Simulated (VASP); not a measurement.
# GdCu3 (Pm-3m) in VASP: a series of runs

GdCu3 is run at these levels: RPBE+U, PBEsol+U; tasks: single point.

All numbers are computed with VASP 6.6.1; they aren't measurements. Logs are shortened: lines on timing, memory, paths and dates and some standing lists are left out, and cuts for length are marked.

## (1) The cell of the first run

The structure is cubic, space group Pm-3m (No. 221). Conventional cell: a = 4.036 Å, b = 4.036 Å, c = 4.036 Å, α = 90.00°, β = 90.00°, γ = 90.00°. Within 3.8 Å of Gd (site symmetry m-3m) lie 12 Cu at 2.85 Å. Cu (site symmetry 4/mmm) has 4 Gd at 2.85 Å and 8 Cu at 2.85 Å within 3.8 Å.

## (2) Single point, RPBE+U, collinear spin, ferromagnetic start

File INCAR:

```
SYSTEM = GdCu3
PREC = Accurate
ENCUT = 820
EDIFF = 1E-6
ISMEAR = 1
SIGMA = 0.025
LREAL = .FALSE.
LASPH = .TRUE.
NELM = 200
ALGO = Normal
ISIF = 2
LWAVE = .FALSE.
LCHARG = .FALSE.
ISPIN = 2
MAGMOM = 7 0 0 0
LORBIT = 11
LMAXMIX = 6
LDAU = .TRUE.
LDAUTYPE = 2
LDAUL = -1 2
LDAUU = 0 8
LDAUJ = 0 0
LDAUPRINT = 1
GGA = RP
NBANDS = 50
GGA_COMPAT = .FALSE.
```

File KPOINTS:

```
Automatic mesh
0
G
  8 8 8
  0 0 0
```

File POSCAR:

```
GdCu3
1.0
    4.0361002085      0.0000000000      0.0000000000
    0.0000000000      4.0361002085      0.0000000000
    0.0000000000      0.0000000000      4.0361002085
Gd Cu
1 3
Direct
    0.0000000000      0.0000000000      0.0000000000
    0.0000000000      0.5000000000      0.5000000000
    0.5000000000      0.5000000000      0.0000000000
    0.5000000000      0.0000000000      0.5000000000
```

Potentials or basis: VASP PAW PBE potentials, release 64 (Gd, Cu_sv_GW).

Launch:

```bash
$ cat potpaw_PBE.64/Gd/POTCAR potpaw_PBE.64/Cu_sv_GW/POTCAR > POTCAR
$ mpirun -np 1 vasp_std > vasp.out
```

OUTCAR:

```text
SYSTEM = GdCu3
   PREC = Accurate
   ENCUT = 820
   EDIFF = 1E-6
   ISMEAR = 1
   LREAL = .FALSE.
   LASPH = .TRUE.
   NELM = 200
   ISIF = 2
   ISPIN = 2
   LORBIT = 11
   GGA = RP

 ion  position               nearest neighbor table
   1  0.000  0.000  0.000-   2 2.85   3 2.85   4 2.85   2 2.85   4 2.85   2 2.85   3 2.85   2 2.85
                             3 2.85   4 2.85   4 2.85   3 2.85
   2  0.000  0.500  0.500-   1 2.85   1 2.85   1 2.85   1 2.85
   3  0.500  0.500  0.000-   1 2.85   1 2.85   1 2.85   1 2.85
   4  0.500  0.000  0.500-   1 2.85   1 2.85   1 2.85   1 2.85

  LATTYP: Found a simple cubic cell.
 ALAT       =     4.0361002085

  Lattice vectors:

 A1 = (   4.0361002085,   0.0000000000,   0.0000000000)
 A2 = (   0.0000000000,   4.0361002085,   0.0000000000)
 A3 = (   0.0000000000,   0.0000000000,   4.0361002085)

Analysis of symmetry for initial positions (statically):
=====================================================================
 Subroutine PRICEL returns:
 Original cell was already a primitive cell.

 Routine SETGRP: Setting up the symmetry group for a
 simple cubic supercell.

 Subroutine GETGRP returns: Found 48 space group operations
 (whereof 48 operations were pure point group operations)
 out of a pool of 48 trial point group operations.

The static configuration has the point symmetry O_h .

Analysis of symmetry for dynamics (positions and initial velocities):
=====================================================================
 Subroutine PRICEL returns:
 Original cell was already a primitive cell.

 Routine SETGRP: Setting up the symmetry group for a
 simple cubic supercell.

 Subroutine GETGRP returns: Found 48 space group operations
 (whereof 48 operations were pure point group operations)
 out of a pool of 48 trial point group operations.

The dynamic configuration has the point symmetry O_h .

Analysis of structural, dynamic, and magnetic symmetry:
=====================================================================
 Subroutine PRICEL returns:
 Original cell was already a primitive cell.

 Routine SETGRP: Setting up the symmetry group for a
 simple cubic supercell.

 Subroutine GETGRP returns: Found 48 space group operations
 (whereof 48 operations were pure point group operations)
 out of a pool of 48 trial point group operations.

The overall configuration has the point symmetry O_h .

 Subroutine INISYM returns: Found 48 space group operations
 (whereof 48 operations are pure point group operations),
 and found     1 'primitive' translations

----------------------------------------------------------------------------------------

                                     Primitive cell

  volume of cell :      65.7485

  direct lattice vectors                    reciprocal lattice vectors
     4.036100208  0.000000000  0.000000000     0.247763918  0.000000000  0.000000000
     0.000000000  4.036100208  0.000000000     0.000000000  0.247763918  0.000000000
     0.000000000  0.000000000  4.036100208     0.000000000  0.000000000  0.247763918

  length of vectors
     4.036100208  4.036100208  4.036100208     0.247763918  0.247763918  0.247763918

  position of ions in fractional coordinates (direct lattice)
     0.000000000  0.000000000  0.000000000
     0.000000000  0.500000000  0.500000000
     0.500000000  0.500000000  0.000000000
     0.500000000  0.000000000  0.500000000

  ion indices of the primitive-cell ions
   primitive index   ion index
                 1           1
                 2           2
[... 68 lines left out ...]
   ISPIN  =      2    spin polarized calculation?
   LNONCOLLINEAR =      F non collinear calculations
   LSORBIT =      F    spin-orbit coupling
   LASPH  =      T    aspherical Exc in radial PAW
   ENCUT  =  820.0 eV  60.27 Ry    7.76 a.u.   9.42  9.42  9.42*2*pi/ulx,y,z
   NELM   =    200;   NELMIN=  2; NELMDL= -5     # of ELM steps
   EDIFF  = 0.1E-05   stopping-criterion for ELM
   LREAL  =      F    real-space projection
   EDIFFG = 0.1E-04   stopping-criterion for IOM
   NSW    =      0    number of steps for IOM
[... 5 lines left out ...]
   TEBEG  =    0.0;   TEEND  =   0.0 temperature during run
   PSTRESS=    0.0 pullay stress
   NELECT =      75.0000    total number of electrons
   NUPDOWN=      -1.0000    fix difference up-down
   EMIN   =  10.00;   EMAX   =-10.00  energy-range for DOS
   EFERMI =   0.00;   METHOD = LEGACY
   ISMEAR =     1;   SIGMA  =   0.03  broadening in eV -4-tet -1-fermi 0-gaus
   EFERMI_NEDOS =   21; number of points for ismear=-14 and -15
   IALGO  =     38    algorithm
   IMIX   =      4    mixing-type and parameters
     AMIX     =   0.40;   BMIX     =  1.00
     AMIX_MAG =   1.60;   BMIX_MAG =  1.00
  volume/ion in A,a.u.               =      16.44       110.92
  Fermi-wavevector in a.u.,A,eV,Ry     =   1.710540  3.232452 39.809941  2.925948
  Thomas-Fermi vector in A             =   2.788820
   LORBIT       =     11    0 simple, 1 ext, 2 COOP (PROOUT), +10 PAW based schemes
 LDA+U is selected, type is set to LDAUTYPE =  2
   angular momentum for each species LDAUL =    -1    2
   U (eV)           for each species LDAUU =   0.0  8.0
   J (eV)           for each species LDAUJ =   0.0  0.0
   GGA     = RP    functional components
   LHFCALC =     F    Hartree Fock is set to
   AEXX    =    0.0000 exact exchange contribution
   IVDW    =     0    specifies the selected vdW correction
   LEPSILON=     F    determine dielectric tensor
   LRPA    =     F    only Hartree local field effects (RPA)
 spin polarized calculation
 Methfessel and Paxton  Order N= 1 SIGMA  =   0.03
  energy-cutoff  :      820.00
  volume of cell :       65.75
 maximum number of plane-waves:      3544
 NGX is ok and might be reduce to    40
   NGX = 19   NGY = 19   NGZ = 19

 number of electron      74.9999981 magnetization      -1.9927538

atom =   2  type =  2  l = 2

 onsite density matrix

spin component  1
[... 83 lines left out ...]
  o =  0.8957  v =  0.0000  0.0000  0.0000  0.0000  0.0000  0.0000 -0.0000  0.8660  0.0000 -0.5000      0.0000  0.0000  0.0000  0.0000  0.0000  0.0000  0.0000  0.0000  0.0000  0.0000
  o =  0.9078  v =  0.0000  0.0000  0.0000  1.0000 -0.0000  0.0000  0.0000  0.0000  0.0000  0.0000      0.0000  0.0000  0.0000  0.0000  0.0000  0.0000  0.0000  0.0000  0.0000  0.0000
  o =  0.9122  v =  0.0000  0.0000  0.0000  0.0000  0.0000  0.0000  0.0000  0.0000  1.0000  0.0000      0.0000  0.0000  0.0000  0.0000  0.0000  0.0000  0.0000  0.0000  0.0000  0.0000
  o =  0.9136  v =  0.0000  0.0000  0.0000  0.0000  0.0000  0.0000  1.0000  0.0000 -0.0000  0.0000      0.0000  0.0000  0.0000  0.0000  0.0000  0.0000  0.0000  0.0000  0.0000  0.0000
  o =  0.9136  v =  0.0000  0.0000  0.0000  0.0000  0.0000  1.0000  0.0000  0.0000  0.0000  0.0000      0.0000  0.0000  0.0000  0.0000  0.0000  0.0000  0.0000  0.0000  0.0000  0.0000
  o =  0.9159  v =  0.0000 -0.0000 -0.8660  0.0000  0.5000  0.0000  0.0000  0.0000  0.0000  0.0000      0.0000  0.0000  0.0000  0.0000  0.0000  0.0000  0.0000  0.0000  0.0000  0.0000
  o =  0.9177  v =  0.0000  1.0000 -0.0000 -0.0000  0.0000  0.0000  0.0000  0.0000  0.0000  0.0000      0.0000  0.0000  0.0000  0.0000  0.0000  0.0000  0.0000  0.0000  0.0000  0.0000
  o =  0.9177  v =  1.0000  0.0000  0.0000  0.0000  0.0000  0.0000  0.0000  0.0000  0.0000  0.0000      0.0000  0.0000  0.0000  0.0000  0.0000  0.0000  0.0000  0.0000  0.0000  0.0000
  o =  0.9261  v =  0.0000  0.0000  0.0000  0.0000  0.0000  0.0000 -0.0000  0.5000 -0.0000  0.8660      0.0000  0.0000  0.0000  0.0000  0.0000  0.0000  0.0000  0.0000  0.0000  0.0000
  o =  0.9285  v =  0.0000 -0.0000  0.5000  0.0000  0.8660  0.0000  0.0000  0.0000  0.0000  0.0000      0.0000  0.0000  0.0000  0.0000  0.0000  0.0000  0.0000  0.0000  0.0000  0.0000

 number of electron      74.9999982 magnetization       7.4726721

 Free energy of the ion-electron system (eV)
  ---------------------------------------------------
  ext. energy  EPLUGINS =         0.00000000
  ---------------------------------------------------
  free energy    TOTEN  =       -10.36566738 eV

  energy without entropy =      -10.36554343  energy(sigma->0) =      -10.36562606

 E-fermi :   5.5017     XC(G=0): -11.7368

 val. band max:        5.4886461086   @ k =   0.3750   0.1250   0.0000
 cond. band min:       5.5071109673   @ k =   0.5000   0.2500   0.1250
 fundamental gap:      0.0184648587
 Fermi energy:         5.5016646473

 spin component 1

 k-point     1 :       0.0000    0.0000    0.0000
  band No.  band energies     occupation
      1    -105.1189      1.00000
      2    -105.1156      1.00000
      3    -105.1156      1.00000
      4     -62.5543      1.00000
      5     -62.5543      1.00000
      6     -62.5543      1.00000
[... 2489 lines left out ...]
     48      13.6627      0.00000
     49      14.1024      0.00000

 [... further k-points ...]

 [bands above 49 left out]

------------------------ aborting loop because EDIFF is reached ----------------------------------------

  FORCE on cell =-STRESS in cart. coord.  units (eV):
  Direction    XX          YY          ZZ          XY          YZ          ZX
  --------------------------------------------------------------------------------------
  -------------------------------------------------------------------------------------
  Total        4.3603639      4.3603639      4.3603639     -0.0000000      0.0000000      0.0000000
  in kB      106.2545406    106.2545406    106.2545406     -0.0000000      0.0000000      0.0000000
  external PRESSURE =     106.2545406 kB  Pullay stress =       0.0000000 kB

 VOLUME and BASIS-vectors are now :
 -----------------------------------------------------------------------------
  energy-cutoff  :      820.00
  volume of cell :       65.75
      direct lattice vectors                 reciprocal lattice vectors
     4.036100208  0.000000000  0.000000000     0.247763918  0.000000000  0.000000000
     0.000000000  4.036100208  0.000000000     0.000000000  0.247763918  0.000000000
     0.000000000  0.000000000  4.036100208     0.000000000  0.000000000  0.247763918

 POSITION                                       TOTAL-FORCE (eV/Angst)
 -----------------------------------------------------------------------------------
      0.00000      0.00000      0.00000         0.000000      0.000000      0.000000
      0.00000      2.01805      2.01805         0.000000      0.000000      0.000000
      2.01805      2.01805      0.00000         0.000000      0.000000      0.000000
      2.01805      0.00000      2.01805         0.000000      0.000000      0.000000
 -----------------------------------------------------------------------------------
    total drift:                               -0.000000     -0.000000     -0.000000

  FREE ENERGIE OF THE ION-ELECTRON SYSTEM (eV)
  ---------------------------------------------------
  free  energy   TOTEN  =       -10.3656673837 eV

  energy  without entropy=      -10.3655434267  energy(sigma->0) =      -10.36562606

 total charge

# of ion       s       p       d       f       tot
--------------------------------------------------
    1        2.065   5.630   0.586   6.985  15.265
    2        2.331   6.214   9.120   0.001  17.666
    3        2.331   6.214   9.120   0.001  17.666
    4        2.331   6.214   9.120   0.001  17.666
--------------------------------------------------
tot          9.058  24.271  27.945   6.988  68.263

 magnetization (x)

# of ion       s       p       d       f       tot
--------------------------------------------------
    1        0.002  -0.073   0.146   6.818   6.893
    2        0.003   0.017   0.026   0.000   0.046
    3        0.003   0.017   0.026   0.000   0.046
    4        0.003   0.017   0.026   0.000   0.046
--------------------------------------------------
tot          0.011  -0.023   0.225   6.818   7.032
```

Wall time 64 min (1 thread of Intel Xeon Platinum 8488C (Sapphire Rapids), shared host); peak memory 0.56 GiB.

Results:

* Free energy: -10.3657 eV
* Pressure: 10.6 GPa
* Net moment: 7.47 μB per cell
* Site moments: Gd +6.89; Cu +0.05 μB
* Valence electrons inside the program's atomic spheres: Gd 15.27; Cu 17.67

Eigenvalues of the final occupation matrices:
| site | spin | trace | eigenvalues |
| --- | --- | --- | --- |
| site 2 d | 1 | 4.59 | 0.91 0.92 0.92 0.92 0.93 |
| site 2 d | 2 | 4.56 | 0.90 0.91 0.91 0.91 0.93 |
| site 3 d | 1 | 4.59 | 0.91 0.92 0.92 0.92 0.93 |
| site 3 d | 2 | 4.56 | 0.90 0.91 0.91 0.91 0.93 |
| site 4 d | 1 | 4.59 | 0.91 0.92 0.92 0.92 0.93 |
| site 4 d | 2 | 4.56 | 0.90 0.91 0.91 0.91 0.93 |

Caveat: the cell stands under pressure; the PAW data sets were made with another functional, which shifts forces and pressure a little; spin-orbit coupling is left out, which moves the levels of the heavy elements. The state reached can hang on the start; a lower one may exist.

## (3) Single point, PBEsol+U, collinear spin, ferromagnetic start

File INCAR:

```
ALGO = Normal ; EDIFF = 1E-7
ENCUT = 520 ; GGA = PS
ISIF = 2 ; ISMEAR = 0
ISPIN = 2 ; LASPH = True
LCHARG = True ; LDAU = True
LDAUJ = 0 0 ; LDAUL = 3 -1
LDAUPRINT = 1 ; LDAUTYPE = 2
LDAUU = 3 0 ; LELF = True
LMAXMIX = 6 ; LORBIT = 11
LREAL = False ; LVHAR = True
LWAVE = False ; MAGMOM = 7 0 0 0
NBANDS = 38 ; NELM = 150
PREC = Accurate ; SIGMA = 0.05
```

File KPOINTS:

```
k-points
0
Gamma
  8 8 8
```

POSCAR is that of step 2.

Potentials or basis: VASP PAW PBE potentials, release 64 (Gd, Cu).

Launch:

```bash
$ cat potpaw_PBE.64/Gd/POTCAR potpaw_PBE.64/Cu/POTCAR > POTCAR
$ mpirun -np 1 vasp_std > vasp.out
```

Run time: 5.4 min. Hardware: 1 thread of AMD EPYC 7R43 (Zen 3), shared host; peak memory 0.26 GiB.

It converged, with:

* Free energy: -24.1338 eV
* Pressure: 0.7 GPa
* Net moment: 7.47 μB per cell
* Site moments: Gd +6.94; Cu +0.05 μB
* Valence electrons inside the program's atomic spheres: Gd 15.23; Cu 9.93

Levels at points of the mesh, in eV from the Fermi level:
Spin up:
```
           k point  band 25  band 26  band 27  band 28  band 29  band 30  band 31  band 32  band 33  band 34
(0.00, 0.00, 0.00)    -2.14    -2.14    -2.14     0.52     0.52     1.86     1.86     1.86     3.90     3.90
(0.50, 0.00, 0.00)    -2.75    -2.62    -2.41    -2.14     0.32     0.32     0.37     3.63     3.82     4.46
(0.50, 0.50, 0.00)    -2.72    -2.72    -2.58    -2.39    -0.85    -0.85     1.18     1.18     3.85     4.74
(0.50, 0.50, 0.50)    -2.30    -2.30    -0.93    -0.52    -0.52    -0.52     0.52     0.52     0.52     4.52
```
Spin down:
```tsv
k point	band 20	band 21	band 22	band 23	band 24	band 25
(0.00, 0.00, 0.00)	-2.11	0.91	0.91	1.42	1.42	1.42
(0.50, 0.00, 0.00)	-2.40	-2.11	0.80	0.80	0.89	1.79
(0.50, 0.50, 0.00)	-2.55	-1.98	-0.68	-0.68	1.79	1.79
(0.50, 0.50, 0.50)	-1.10	-0.33	-0.33	-0.33	0.88	0.88
```

Eigenvalues of the final occupation matrices:
```tsv
site	spin	trace	eigenvalues
site 1 f	1	6.92	0.99 0.99 0.99 0.99 0.99 0.99 0.99
site 1 f	2	0.04	0.01 0.01 0.01 0.01 0.01 0.01 0.01
```

Caveat: the PAW data sets were made with another functional, which shifts forces and pressure a little; spin-orbit coupling is left out, which moves the levels of the heavy elements. The state reached can hang on the start; a lower one may exist.
